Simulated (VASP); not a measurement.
# SnTe (F-43m) in VASP: notebook

The runs below take SnTe through single point, with r2SCAN, PBEsol, r2SCANh, r2SCAN50.

Everything below comes from runs of VASP 6.6.1. Logs are shortened: lines on timing, memory, paths and dates and some standing lists are left out, and cuts for length are marked.

### 1 The cell of the first run

Symmetry: F-43m, No. 216, cubic system. The conventional cell has a = 7.364 Å, b = 7.364 Å, c = 7.364 Å, α = 90.00°, β = 90.00°, γ = 90.00°. Te (site symmetry -43m) has 4 Sn at 3.19 Å within 4.2 Å. Within 4.2 Å of Sn (site symmetry -43m) lie 4 Te at 3.19 Å.

### 2 Single point, r2SCAN

File POSCAR:

```
SnTe
1.0
    0.0000000000      3.6819707652      3.6819707652
    3.6819707652      0.0000000000      3.6819707652
    3.6819707652      3.6819707652      0.0000000000
Te Sn
1 1
Direct
    0.2500000000      0.2500000000      0.2500000000
    0.0000000000      0.0000000000      0.0000000000
```

File INCAR.step1:

```
ALGO     = Normal         # electronic algorithm
EDIFF    = 1E-4           # SCF threshold, eV
ENCUT    = 520            # plane-wave cutoff, eV
GGA      = PE             # functional
ISMEAR   = -1             # smearing method
LASPH    = True           # aspherical terms in the spheres
LCHARG   = False          # write CHGCAR
LREAL    = False          # projectors in reciprocal space
LWAVE    = True           # write WAVECAR
NBANDS   = 17             # bands
NELM     = 60             # most SCF steps
PREC     = Accurate       # precision mode
SIGMA    = 0.05           # smearing width, eV
```

File INCAR.step2:

```
ALGO     = Normal         # electronic algorithm
EDIFF    = 1E-7           # SCF threshold, eV
ENCUT    = 520            # plane-wave cutoff, eV
ISIF     = 2              # what is computed and relaxed
ISMEAR   = -1             # smearing method
ISTART   = 1            
LASPH    = True           # aspherical terms in the spheres
LCHARG   = False          # write CHGCAR
LMIXTAU  = True         
LREAL    = False          # projectors in reciprocal space
LWAVE    = False          # write WAVECAR
METAGGA  = R2SCAN         # meta-GGA
NBANDS   = 17             # bands
NELM     = 60             # most SCF steps
PREC     = Accurate       # precision mode
SIGMA    = 0.05           # smearing width, eV
```

File KPOINTS:

```
k-points
0
Gamma
  7 7 7
```

Potentials or basis: VASP PAW PBE potentials, release 64 (Te, Sn_d).

Started as:

```sh
$ cat potpaw_PBE.64/Te/POTCAR potpaw_PBE.64/Sn_d/POTCAR > POTCAR
$ cp INCAR.step1 INCAR
$ mpirun -np 1 vasp_std > vasp.out
$ cp INCAR.step2 INCAR
$ mpirun -np 1 vasp_std > vasp.out
```

OUTCAR:

```text
EDIFF = 1E-7
   ENCUT = 520
   ISIF = 2
   ISMEAR = -1
   ISTART = 1
   LASPH = True
   LREAL = False
   METAGGA = R2SCAN
   NELM = 60
   PREC = Accurate

 ion  position               nearest neighbor table
   1  0.250  0.250  0.250-   2 3.19   2 3.19   2 3.19   2 3.19
   2  0.000  0.000  0.000-   1 3.19   1 3.19   1 3.19   1 3.19

  LATTYP: Found a face centered cubic cell.
 ALAT       =     7.3639415304

  Lattice vectors:

 A1 = (   0.0000000000,   3.6819707652,   3.6819707652)
 A2 = (   3.6819707652,   0.0000000000,   3.6819707652)
 A3 = (   3.6819707652,   3.6819707652,   0.0000000000)

Analysis of symmetry for initial positions (statically):
=====================================================================
 Subroutine PRICEL returns:
 Original cell was already a primitive cell.

 Routine SETGRP: Setting up the symmetry group for a
 face centered cubic supercell.

 Subroutine GETGRP returns: Found 24 space group operations
 (whereof 24 operations were pure point group operations)
 out of a pool of 48 trial point group operations.

The static configuration has the point symmetry T_d .

Analysis of symmetry for dynamics (positions and initial velocities):
=====================================================================
 Subroutine PRICEL returns:
 Original cell was already a primitive cell.

 Routine SETGRP: Setting up the symmetry group for a
 face centered cubic supercell.

 Subroutine GETGRP returns: Found 24 space group operations
 (whereof 24 operations were pure point group operations)
 out of a pool of 48 trial point group operations.

The dynamic configuration has the point symmetry T_d .

 Subroutine INISYM returns: Found 24 space group operations
 (whereof 24 operations are pure point group operations),
 and found     1 'primitive' translations

----------------------------------------------------------------------------------------

                                     Primitive cell

  volume of cell :      99.8323

  direct lattice vectors                    reciprocal lattice vectors
     0.000000000  3.681970765  3.681970765    -0.135796841  0.135796841  0.135796841
     3.681970765  0.000000000  3.681970765     0.135796841 -0.135796841  0.135796841
     3.681970765  3.681970765  0.000000000     0.135796841  0.135796841 -0.135796841

  length of vectors
     5.207092992  5.207092992  5.207092992     0.235207029  0.235207029  0.235207029

  position of ions in fractional coordinates (direct lattice)
     0.250000000  0.250000000  0.250000000
     0.000000000  0.000000000  0.000000000

  ion indices of the primitive-cell ions
   primitive index   ion index
                 1           1
                 2           2

----------------------------------------------------------------------------------------

 KPOINTS: k-points

Automatic generation of k-mesh.
 Grid dimensions read from file:
 generate k-points for:    7    7    7

 Generating k-lattice:

  Cartesian coordinates                     Fractional coordinates (reciprocal lattice)
    -0.019399549  0.019399549  0.019399549     0.142857143  0.000000000  0.000000000
     0.019399549 -0.019399549  0.019399549     0.000000000  0.142857143  0.000000000
     0.019399549  0.019399549 -0.019399549     0.000000000  0.000000000  0.142857143

  Length of vectors
     0.033601004  0.033601004  0.033601004

  Shift w.r.t. Gamma in fractional coordinates (k-lattice)
     0.000000000  0.000000000  0.000000000

 Subroutine IBZKPT returns following result:
 ===========================================

 Found     20 irreducible k-points:

 Following reciprocal coordinates:
            Coordinates               Weight
  0.000000  0.000000  0.000000      1.000000
  0.142857  0.000000  0.000000      8.000000
  0.285714  0.000000  0.000000      8.000000
  0.428571  0.000000  0.000000      8.000000
  0.142857  0.142857  0.000000      6.000000
  0.285714  0.142857  0.000000     24.000000
[... 12 lines left out ...]
 -0.428571  0.428571  0.142857     24.000000
 -0.285714  0.428571  0.142857     24.000000
   k-points           NKPTS =     20   k-points in BZ     NKDIM =     20   number of bands    NBANDS=     17
   number of dos      NEDOS =    301   number of ions     NIONS =      2
   total plane-waves  NPLWV =  64000
   dimension x,y,z NGX =    40 NGY =   40 NGZ =   40
   dimension x,y,z NGXF=    80 NGYF=   80 NGZF=   80
   ions per type =               1   1
   NGX,Y,Z   is equivalent  to a cutoff of  12.77, 12.77, 12.77 a.u.
   NGXF,Y,Z  is equivalent  to a cutoff of  25.54, 25.54, 25.54 a.u.
 SYSTEM =  unknown system
   PREC   = accura    normal or accurate (medium, high low for compatibility)
   ISTART =      1    job   : 0-new  1-cont  2-samecut
   ICHARG =      0    charge: 1-file 2-atom 10-const
   ISPIN  =      1    spin polarized calculation?
   LNONCOLLINEAR =      F non collinear calculations
   LSORBIT =      F    spin-orbit coupling
   LASPH  =      T    aspherical Exc in radial PAW
   ENCUT  =  520.0 eV  38.22 Ry    6.18 a.u.   9.68  9.68  9.68*2*pi/ulx,y,z
   NELM   =     60;   NELMIN=  2; NELMDL=  0     # of ELM steps
   EDIFF  = 0.1E-06   stopping-criterion for ELM
   LREAL  =      F    real-space projection
   EDIFFG = 0.1E-05   stopping-criterion for IOM
   NSW    =      0    number of steps for IOM
   IBRION =     -1    ionic relax: 0-MD 1-quasi-New 2-CG
   NFREE  =      0    steps in history (QN), initial steepest desc. (CG)
   ISIF   =      2    stress and relaxation
   ISYM   =      2    0-nonsym 1-usesym 2-fastsym
   POTIM  = 0.5000    time-step for ionic-motion
   TEBEG  =    0.0;   TEEND  =   0.0 temperature during run
   PSTRESS=    0.0 pullay stress
   NELECT =      20.0000    total number of electrons
   NUPDOWN=      -1.0000    fix difference up-down
   EMIN   =  10.00;   EMAX   =-10.00  energy-range for DOS
   EFERMI =   0.00;   METHOD = LEGACY
   ISMEAR =    -1;   SIGMA  =   0.05  broadening in eV -4-tet -1-fermi 0-gaus
   EFERMI_NEDOS =   21; number of points for ismear=-14 and -15
   IALGO  =     38    algorithm
   IMIX   =      4    mixing-type and parameters
     AMIX     =   0.40;   BMIX     =  1.00
     AMIX_MAG =   1.60;   BMIX_MAG =  1.00
  volume/ion in A,a.u.               =      49.92       336.85
  Fermi-wavevector in a.u.,A,eV,Ry     =   0.957917  1.810200 12.484771  0.917605
  Thomas-Fermi vector in A             =   2.086978
   LORBIT       =      0    0 simple, 1 ext, 2 COOP (PROOUT), +10 PAW based schemes
   METAGGA = R2SCAN    functional components
   LHFCALC =     F    Hartree Fock is set to
   AEXX    =    0.0000 exact exchange contribution
   IVDW    =     0    specifies the selected vdW correction
   LEPSILON=     F    determine dielectric tensor
   LRPA    =     F    only Hartree local field effects (RPA)
 non-spin polarized calculation
  energy-cutoff  :      520.00
  volume of cell :       99.83
 maximum number of plane-waves:      2733
   NGX = 19   NGY = 19   NGZ = 19

 number of electron      19.9999999 magnetization

 Free energy of the ion-electron system (eV)
  ---------------------------------------------------
  ext. energy  EPLUGINS =         0.00000000
  ---------------------------------------------------
  free energy    TOTEN  =       -50.02108980 eV

  energy without entropy =      -50.02085684  energy(sigma->0) =      -50.02097332

 E-fermi :   2.6511     XC(G=0):  -7.7128

 val. band max:        2.3480535986   @ k =  -0.2857   0.4286   0.1429
 cond. band min:       2.8835308684   @ k =   0.4286   0.4286   0.0000
 fundamental gap:      0.5354772698
 Fermi energy:         2.6511300675

 k-point     1 :       0.0000    0.0000    0.0000
  band No.  band energies     occupation
      1     -19.9646      2.00000
      2     -19.9645      2.00000
      3     -19.9645      2.00000
      4     -19.9552      2.00000
      5     -19.9552      2.00000
      6      -9.1639      2.00000
[... 9 lines left out ...]
     16       9.3905      0.00000
     17      10.5161      0.00000

 k-point     2 :       0.1429    0.0000    0.0000
  band No.  band energies     occupation
      1     -19.9647      2.00000
      2     -19.9643      2.00000
      3     -19.9643      2.00000
      4     -19.9552      2.00000
      5     -19.9552      2.00000
      6      -9.0818      2.00000
[... 9 lines left out ...]
     16       8.9394      0.00000
     17      10.0412      0.00000

 k-point     3 :       0.2857    0.0000    0.0000
  band No.  band energies     occupation
      1     -19.9652      2.00000
      2     -19.9638      2.00000
      3     -19.9638      2.00000
      4     -19.9551      2.00000
      5     -19.9551      2.00000
      6      -8.8760      2.00000
[... 9 lines left out ...]
     16       8.8460      0.00000
     17      10.0117      0.00000

 k-point     4 :       0.4286    0.0000    0.0000
  band No.  band energies     occupation
      1     -19.9655      2.00000
      2     -19.9635      2.00000
      3     -19.9635      2.00000
      4     -19.9550      2.00000
      5     -19.9550      2.00000
      6      -8.6819      2.00000
[... 9 lines left out ...]
     16       9.4958      0.00000
     17       9.4958      0.00000
[... 263 lines left out ...]
      1     -19.9661      2.00000
      2     -19.9632      2.00000
      3     -19.9628      2.00000
      4     -19.9553      2.00000
      5     -19.9549      2.00000
      6      -8.5529      2.00000
[... 9 lines left out ...]
     16      10.0517      0.00000
     17      10.7616      0.00000

 k-point    19 :      -0.4286    0.4286    0.1429
  band No.  band energies     occupation
      1     -19.9667      2.00000
      2     -19.9628      2.00000
      3     -19.9623      2.00000
      4     -19.9555      2.00000
      5     -19.9547      2.00000
      6      -8.4797      2.00000
[... 9 lines left out ...]
     16      10.6283      0.00000
     17      11.2666      0.00000

 k-point    20 :      -0.2857    0.4286    0.1429
  band No.  band energies     occupation
      1     -19.9664      2.00000
      2     -19.9630      2.00000
      3     -19.9623      2.00000
      4     -19.9554      2.00000
      5     -19.9548      2.00000
      6      -8.4587      2.00000
[... 9 lines left out ...]
     16      10.1784      0.00000
     17      11.5506      0.00000

------------------------ aborting loop because EDIFF is reached ----------------------------------------

  FORCE on cell =-STRESS in cart. coord.  units (eV):
  Direction    XX          YY          ZZ          XY          YZ          ZX
  --------------------------------------------------------------------------------------
  -------------------------------------------------------------------------------------
  Total       -1.1562188     -1.1562188     -1.1562188      0.0000000      0.0000000      0.0000000
  in kB      -18.5557974    -18.5557974    -18.5557974      0.0000000      0.0000000      0.0000000
  external PRESSURE =     -18.5557974 kB  Pullay stress =       0.0000000 kB

 VOLUME and BASIS-vectors are now :
 -----------------------------------------------------------------------------
  energy-cutoff  :      520.00
  volume of cell :       99.83
      direct lattice vectors                 reciprocal lattice vectors
     0.000000000  3.681970765  3.681970765    -0.135796841  0.135796841  0.135796841
     3.681970765  0.000000000  3.681970765     0.135796841 -0.135796841  0.135796841
     3.681970765  3.681970765  0.000000000     0.135796841  0.135796841 -0.135796841

 POSITION                                       TOTAL-FORCE (eV/Angst)
 -----------------------------------------------------------------------------------
      1.84099      1.84099      1.84099        -0.000000      0.000000      0.000000
      0.00000      0.00000      0.00000         0.000000     -0.000000     -0.000000
 -----------------------------------------------------------------------------------
    total drift:                                0.000002      0.000002      0.000002

  FREE ENERGIE OF THE ION-ELECTRON SYSTEM (eV)
  ---------------------------------------------------
  free  energy   TOTEN  =       -50.0210897987 eV

  energy  without entropy=      -50.0208568408  energy(sigma->0) =      -50.02097332
```

Run time: 70 s. Hardware: 1 thread of Intel Xeon 6975P-C (Granite Rapids), shared host; peak memory 0.27 GiB.

What came out:

| Item | Value |
| --- | --- |
| Free energy | -50.0211 eV |
| Pressure | -1.9 GPa |
| Band gap on the k mesh | 0.54 eV, indirect (least direct gap 0.99 eV) |

Levels at points of the mesh, in eV from the valence-band top:
```tsv
k point	band 8	band 9	band 10	band 11	band 12	band 13
(0.00, 0.00, 0.00)	-1.74	-1.74	-1.74	1.36	1.36	1.36
```

Caveat: the PAW data sets were made with another functional, which shifts forces and pressure a little; spin-orbit coupling is left out, which moves the levels of the heavy elements.

### 3 Single point, PBEsol, non-collinear spin, zero start, spin-orbit coupling

This run uses another cell than the first one, of 47.09 Å³/atom, 0.943 times its volume.

File INCAR:

```
SYSTEM = SnTe
  PREC = Accurate
  ENCUT = 520
  EDIFF = 1E-7
  ISMEAR = -1
  SIGMA = 0.05
  LREAL = .FALSE.
  LASPH = .TRUE.
  NELM = 150
  ALGO = Normal
  ISIF = 2
  LWAVE = .FALSE.
  LCHARG = .TRUE.
  MAGMOM = 0 0 0 0 0 0
  LORBIT = 11
  LSORBIT = .TRUE.
  GGA_COMPAT = .FALSE.
  LORBMOM = .TRUE.
  GGA = PS
  LVHAR = .TRUE.
  NBANDS = 32
```

File KPOINTS:

```
Automatic mesh
0
G
  7 7 7
  0 0 0
```

File POSCAR:

```
SnTe
1.0
    0.0000000000      3.6111460000      3.6111460000
    3.6111460000      0.0000000000      3.6111460000
    3.6111460000      3.6111460000      0.0000000000
Te Sn
1 1
Direct
    0.2500000000      0.2500000000      0.2500000000
    0.0000000000      0.0000000000      0.0000000000
```

Potentials or basis: VASP PAW PBE potentials, release 64 (Te, Sn_d).

Started as:

```sh
$ cat potpaw_PBE.64/Te/POTCAR potpaw_PBE.64/Sn_d/POTCAR > POTCAR
$ mpirun -np 1 vasp_ncl > vasp.out
```

It took 2.6 min on 1 thread of Intel Xeon 6975P-C (Granite Rapids), shared host; peak memory 0.56 GiB.

It converged, with:

- Free energy: -7.7673 eV
- Pressure: -1.4 GPa
- Net moment: 0.00 μB per cell
- Valence electrons inside the program's atomic spheres: Te 3.35; Sn 12.05

Moments on the atoms (μB; x, y, z):
```
Te  0.00 0.00 0.00
Sn  0.00 0.00 0.00
```

Caveat: the PAW data sets were made with another functional, which shifts forces and pressure a little.

[end of part 1 of 2]
